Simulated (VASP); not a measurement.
# Si8Ni5 (Pm-3m) in VASP: notebook

The runs below take Si8Ni5 through single point, relaxation of volume and atoms at fixed shape, with PBEsol.

Program: VASP 6.6.1. These are calculated values, not measurements. Logs are shortened: lines on timing, memory, paths and dates and some standing lists are left out, and cuts for length are marked.

**1. The cell of the first run**

Symmetry: Pm-3m, No. 221, cubic system. Conventional cell: a = 5.461 Å, b = 5.461 Å, c = 5.461 Å, α = 90.00°, β = 90.00°, γ = 90.00°. Within 3.2 Å of Ni (site symmetry 4/mmm) lie 8 Si at 2.39 Å and 2 Ni at 2.73 Å. Within 3.0 Å of Ni (site symmetry m-3m) lie 8 Si at 2.30 Å. Within 3.2 Å of Ni (site symmetry m-3m) lie 8 Si at 2.43 Å and 6 Ni at 2.73 Å. Within 3.0 Å of Si (site symmetry 3m) lie 5 Ni at 2.30 to 2.43 Å and 6 Si at 2.65 to 2.81 Å.

**2. Single point, PBEsol**

INCAR

```
ALGO = Normal ; EDIFF = 1E-7
ENCUT = 520 ; GGA = PS
ISIF = 2 ; ISMEAR = 1
LASPH = True ; LCHARG = False
LREAL = False ; LWAVE = False
NBANDS = 53 ; NELM = 100
PREC = Accurate ; SIGMA = 0.1
```

KPOINTS

```
k-points
0
Gamma
  6 6 6
```

POSCAR

```
Si8Ni5
1.0
    5.4605058495      0.0000000000      0.0000000000
    0.0000000000      5.4605058495      0.0000000000
    0.0000000000      0.0000000000      5.4605058495
Ni Si
5 8
Direct
    0.0000000000      0.0000000000      0.0000000000
    0.0000000000      0.5000000000      0.5000000000
    0.5000000000      0.0000000000      0.5000000000
    0.5000000000      0.5000000000      0.0000000000
    0.5000000000      0.0000000000      0.0000000000
    0.2429217822      0.2570782178      0.2570782178
    0.7570782178      0.7429217822      0.7429217822
    0.2429217822      0.7429217822      0.7429217822
    0.7570782178      0.2570782178      0.2570782178
    0.7570782178      0.2570782178      0.7429217822
    0.2429217822      0.7429217822      0.2570782178
    0.7570782178      0.7429217822      0.2570782178
    0.2429217822      0.2570782178      0.7429217822
```

Potentials or basis: VASP PAW PBE potentials, release 64 (Ni, Si).

Started as:

```bash
$ cat potpaw_PBE.64/Ni/POTCAR potpaw_PBE.64/Si/POTCAR > POTCAR
$ mpirun -np 1 vasp_std > vasp.out
```

OUTCAR:

```text
EDIFF = 1E-7
   ENCUT = 520
   GGA = PS
   ISIF = 2
   ISMEAR = 1
   LASPH = True
   LREAL = False
   NELM = 100
   PREC = Accurate

 ion  position               nearest neighbor table
   1  0.000  0.000  0.000-   6 2.39   7 2.39   8 2.39   9 2.39  10 2.39  11 2.39  12 2.39  13 2.39
                             5 2.73   5 2.73
   2  0.000  0.500  0.500-   6 2.30   7 2.30   8 2.30   9 2.30  10 2.30  11 2.30  12 2.30  13 2.30

   3  0.500  0.000  0.500-   6 2.39   7 2.39   8 2.39   9 2.39  10 2.39  11 2.39  12 2.39  13 2.39
                             5 2.73   5 2.73
   4  0.500  0.500  0.000-   6 2.39   7 2.39   8 2.39   9 2.39  10 2.39  11 2.39  12 2.39  13 2.39
                             5 2.73   5 2.73
   5  0.500  0.000  0.000-   6 2.43   7 2.43   8 2.43   9 2.43  10 2.43  11 2.43  12 2.43  13 2.43
                             4 2.73   1 2.73   3 2.73   3 2.73   4 2.73   1 2.73
   6  0.243  0.257  0.257-   2 2.30   1 2.39   3 2.39   4 2.39   5 2.43   9 2.65  11 2.65  13 2.65
                             9 2.81  13 2.81  11 2.81
   7  0.757  0.743  0.743-   2 2.30   1 2.39   3 2.39   4 2.39   5 2.43   8 2.65  10 2.65  12 2.65
                            10 2.81  12 2.81   8 2.81
   8  0.243  0.743  0.743-   2 2.30   1 2.39   3 2.39   4 2.39   5 2.43   7 2.65  11 2.65  13 2.65
                            11 2.81   7 2.81  13 2.81
   9  0.757  0.257  0.257-   2 2.30   1 2.39   3 2.39   4 2.39   5 2.43   6 2.65  10 2.65  12 2.65
                            10 2.81  12 2.81   6 2.81
  10  0.757  0.257  0.743-   2 2.30   1 2.39   3 2.39   4 2.39   5 2.43   7 2.65   9 2.65  13 2.65
                             9 2.81   7 2.81  13 2.81
  11  0.243  0.743  0.257-   2 2.30   1 2.39   3 2.39   4 2.39   5 2.43   6 2.65   8 2.65  12 2.65
                            12 2.81   6 2.81   8 2.81
  12  0.757  0.743  0.257-   2 2.30   1 2.39   3 2.39   4 2.39   5 2.43   7 2.65   9 2.65  11 2.65
                             9 2.81   7 2.81  11 2.81
  13  0.243  0.257  0.743-   2 2.30   1 2.39   3 2.39   4 2.39   5 2.43   6 2.65   8 2.65  10 2.65
                            10 2.81   6 2.81   8 2.81

  LATTYP: Found a simple cubic cell.
 ALAT       =     5.4605058495

  Lattice vectors:

 A1 = (   5.4605058495,   0.0000000000,   0.0000000000)
 A2 = (   0.0000000000,   5.4605058495,   0.0000000000)
 A3 = (   0.0000000000,   0.0000000000,   5.4605058495)

Analysis of symmetry for initial positions (statically):
=====================================================================
 Subroutine PRICEL returns:
 Original cell was already a primitive cell.

 Routine SETGRP: Setting up the symmetry group for a
 simple cubic supercell.

 Subroutine GETGRP returns: Found 48 space group operations
 (whereof 16 operations were pure point group operations)
 out of a pool of 48 trial point group operations.

The static configuration has the point symmetry D_4h.
 The point group associated with its full space group is O_h .

Analysis of symmetry for dynamics (positions and initial velocities):
=====================================================================
 Subroutine PRICEL returns:
 Original cell was already a primitive cell.

 Routine SETGRP: Setting up the symmetry group for a
 simple cubic supercell.

 Subroutine GETGRP returns: Found 48 space group operations
 (whereof 16 operations were pure point group operations)
 out of a pool of 48 trial point group operations.

The dynamic configuration has the point symmetry D_4h.
 The point group associated with its full space group is O_h .

 Subroutine INISYM returns: Found 48 space group operations
 (whereof 16 operations are pure point group operations),
 and found     1 'primitive' translations

----------------------------------------------------------------------------------------

                                     Primitive cell

  volume of cell :     162.8166

  direct lattice vectors                    reciprocal lattice vectors
     5.460505849  0.000000000  0.000000000     0.183133217  0.000000000  0.000000000
     0.000000000  5.460505849  0.000000000     0.000000000  0.183133217  0.000000000
     0.000000000  0.000000000  5.460505849     0.000000000  0.000000000  0.183133217

  length of vectors
     5.460505849  5.460505849  5.460505849     0.183133217  0.183133217  0.183133217
[... 43 lines left out ...]
     0.030522203  0.000000000  0.000000000     0.166666667  0.000000000  0.000000000
     0.000000000  0.030522203  0.000000000     0.000000000  0.166666667  0.000000000
     0.000000000  0.000000000  0.030522203     0.000000000  0.000000000  0.166666667

  Length of vectors
     0.030522203  0.030522203  0.030522203

  Shift w.r.t. Gamma in fractional coordinates (k-lattice)
     0.000000000  0.000000000  0.000000000

 Subroutine IBZKPT returns following result:
 ===========================================

 Found     20 irreducible k-points:

 Following reciprocal coordinates:
            Coordinates               Weight
  0.000000  0.000000  0.000000      1.000000
  0.166667  0.000000  0.000000      6.000000
  0.333333  0.000000  0.000000      6.000000
  0.500000  0.000000  0.000000      3.000000
  0.166667  0.166667  0.000000     12.000000
  0.333333  0.166667  0.000000     24.000000
[... 12 lines left out ...]
  0.500000  0.500000  0.333333      6.000000
  0.500000  0.500000  0.500000      1.000000
   k-points           NKPTS =     20   k-points in BZ     NKDIM =     20   number of bands    NBANDS=     53
   number of dos      NEDOS =    301   number of ions     NIONS =     13
   total plane-waves  NPLWV =  74088
   dimension x,y,z NGX =    42 NGY =   42 NGZ =   42
   dimension x,y,z NGXF=    84 NGYF=   84 NGZF=   84
   ions per type =               5   8
   NGX,Y,Z   is equivalent  to a cutoff of  12.79, 12.79, 12.79 a.u.
   NGXF,Y,Z  is equivalent  to a cutoff of  25.57, 25.57, 25.57 a.u.
 SYSTEM =  unknown system
   PREC   = accura    normal or accurate (medium, high low for compatibility)
   ISTART =      0    job   : 0-new  1-cont  2-samecut
   ICHARG =      2    charge: 1-file 2-atom 10-const
   ISPIN  =      1    spin polarized calculation?
   LNONCOLLINEAR =      F non collinear calculations
   LSORBIT =      F    spin-orbit coupling
   LASPH  =      T    aspherical Exc in radial PAW
   ENCUT  =  520.0 eV  38.22 Ry    6.18 a.u.  10.15 10.15 10.15*2*pi/ulx,y,z
   NELM   =    100;   NELMIN=  2; NELMDL= -5     # of ELM steps
   EDIFF  = 0.1E-06   stopping-criterion for ELM
   LREAL  =      F    real-space projection
   EDIFFG = 0.1E-05   stopping-criterion for IOM
   NSW    =      0    number of steps for IOM
   IBRION =     -1    ionic relax: 0-MD 1-quasi-New 2-CG
   NFREE  =      0    steps in history (QN), initial steepest desc. (CG)
   ISIF   =      2    stress and relaxation
   ISYM   =      2    0-nonsym 1-usesym 2-fastsym
   POTIM  = 0.5000    time-step for ionic-motion
   TEBEG  =    0.0;   TEEND  =   0.0 temperature during run
   PSTRESS=    0.0 pullay stress
   NELECT =      82.0000    total number of electrons
   NUPDOWN=      -1.0000    fix difference up-down
   EMIN   =  10.00;   EMAX   =-10.00  energy-range for DOS
   EFERMI =   0.00;   METHOD = LEGACY
   ISMEAR =     1;   SIGMA  =   0.10  broadening in eV -4-tet -1-fermi 0-gaus
   EFERMI_NEDOS =   21; number of points for ismear=-14 and -15
   IALGO  =     38    algorithm
   IMIX   =      4    mixing-type and parameters
     AMIX     =   0.40;   BMIX     =  1.00
     AMIX_MAG =   1.60;   BMIX_MAG =  1.00
  volume/ion in A,a.u.               =      12.52        84.52
  Fermi-wavevector in a.u.,A,eV,Ry     =   1.302507  2.461380 23.082600  1.696523
  Thomas-Fermi vector in A             =   2.433570
   LORBIT       =      0    0 simple, 1 ext, 2 COOP (PROOUT), +10 PAW based schemes
   GGA     = PS    functional components
   LHFCALC =     F    Hartree Fock is set to
   AEXX    =    0.0000 exact exchange contribution
   IVDW    =     0    specifies the selected vdW correction
   LEPSILON=     F    determine dielectric tensor
   LRPA    =     F    only Hartree local field effects (RPA)
 non-spin polarized calculation
 Methfessel and Paxton  Order N= 1 SIGMA  =   0.10
  energy-cutoff  :      520.00
  volume of cell :      162.82
 maximum number of plane-waves:      4416
 NGX is ok and might be reduce to    42
   NGX = 21   NGY = 21   NGZ = 21

 number of electron      82.0000075 magnetization

 Free energy of the ion-electron system (eV)
  ---------------------------------------------------
  ext. energy  EPLUGINS =         0.00000000
  ---------------------------------------------------
  free energy    TOTEN  =       -81.57035025 eV

  energy without entropy =      -81.57454056  energy(sigma->0) =      -81.57174702

 E-fermi :  10.9868     XC(G=0): -12.0108

 val. band max:       10.9622973145   @ k =   0.1667   0.1667   0.1667
 cond. band min:      11.0039031281   @ k =   0.5000   0.5000   0.0000
 fundamental gap:      0.0416058136
 Fermi energy:        10.9868405457

 k-point     1 :       0.0000    0.0000    0.0000
  band No.  band energies     occupation
      1      -3.1435      2.00000
      2       0.8222      2.00000
      3       0.8222      2.00000
      4       0.8222      2.00000
      5       2.0555      2.00000
      6       2.7517      2.00000
[... 1109 lines left out ...]
     52      12.6721     -0.00000
     53      12.6771     -0.00000

------------------------ aborting loop because EDIFF is reached ----------------------------------------

  FORCE on cell =-STRESS in cart. coord.  units (eV):
  Direction    XX          YY          ZZ          XY          YZ          ZX
  --------------------------------------------------------------------------------------
  -------------------------------------------------------------------------------------
  Total        0.1483380      0.1483380      0.1483380     -0.0000000      0.0000000     -0.0000000
  in kB        1.4597029      1.4597029      1.4597029     -0.0000000      0.0000000     -0.0000000
  external PRESSURE =       1.4597029 kB  Pullay stress =       0.0000000 kB

 VOLUME and BASIS-vectors are now :
 -----------------------------------------------------------------------------
  energy-cutoff  :      520.00
  volume of cell :      162.82
      direct lattice vectors                 reciprocal lattice vectors
     5.460505849  0.000000000  0.000000000     0.183133217  0.000000000  0.000000000
     0.000000000  5.460505849  0.000000000     0.000000000  0.183133217  0.000000000
     0.000000000  0.000000000  5.460505849     0.000000000  0.000000000  0.183133217

 POSITION                                       TOTAL-FORCE (eV/Angst)
 -----------------------------------------------------------------------------------
      0.00000      0.00000      0.00000         0.000000      0.000000     -0.000000
      0.00000      2.73025      2.73025         0.000000      0.000000     -0.000000
      2.73025      0.00000      2.73025         0.000000      0.000000     -0.000000
      2.73025      2.73025      0.00000         0.000000      0.000000     -0.000000
      2.73025      0.00000      0.00000         0.000000      0.000000     -0.000000
      1.32648      1.40378      1.40378        -0.003402      0.003402      0.003402
      4.13403      4.05673      4.05673         0.003402     -0.003402     -0.003402
      1.32648      4.05673      4.05673        -0.003402     -0.003402     -0.003402
      4.13403      1.40378      1.40378         0.003402      0.003402      0.003402
      4.13403      1.40378      4.05673         0.003402      0.003402     -0.003402
      1.32648      4.05673      1.40378        -0.003402     -0.003402      0.003402
      4.13403      4.05673      1.40378         0.003402     -0.003402      0.003402
      1.32648      1.40378      4.05673        -0.003402      0.003402     -0.003402
 -----------------------------------------------------------------------------------
    total drift:                                0.000000      0.000000     -0.000000

  FREE ENERGIE OF THE ION-ELECTRON SYSTEM (eV)
  ---------------------------------------------------
  free  energy   TOTEN  =       -81.5703502532 eV

  energy  without entropy=      -81.5745405616  energy(sigma->0) =      -81.57174702
```

Wall time 2.9 min (1 thread of Intel Xeon 6975P-C (Granite Rapids), shared host); peak memory 0.32 GiB.

What came out:

```yaml
Free_energy: -81.5704 eV
Pressure: 0.1 GPa
Largest_force: 0.006 eV/Å
Band_gap_on_the_k_mesh: zero (bands 41 and 42 overlap by 0.99 eV)
```

Forces on the atoms (eV/Å):
```
Ni   0.000  0.000  0.000
Ni   0.000  0.000  0.000
Ni   0.000  0.000  0.000
Ni   0.000  0.000  0.000
Ni   0.000  0.000  0.000
Si  -0.003  0.003  0.003
Si   0.003 -0.003 -0.003
Si  -0.003 -0.003 -0.003
Si   0.003  0.003  0.003
Si   0.003  0.003 -0.003
Si  -0.003 -0.003  0.003
Si   0.003 -0.003  0.003
Si  -0.003  0.003 -0.003
```

Caveat: the PAW data sets were made with another functional, which shifts forces and pressure a little. Spin polarisation is off, so any magnetic state and its effect on volume and gap are missing.

(Continued in part 2 of 2.)
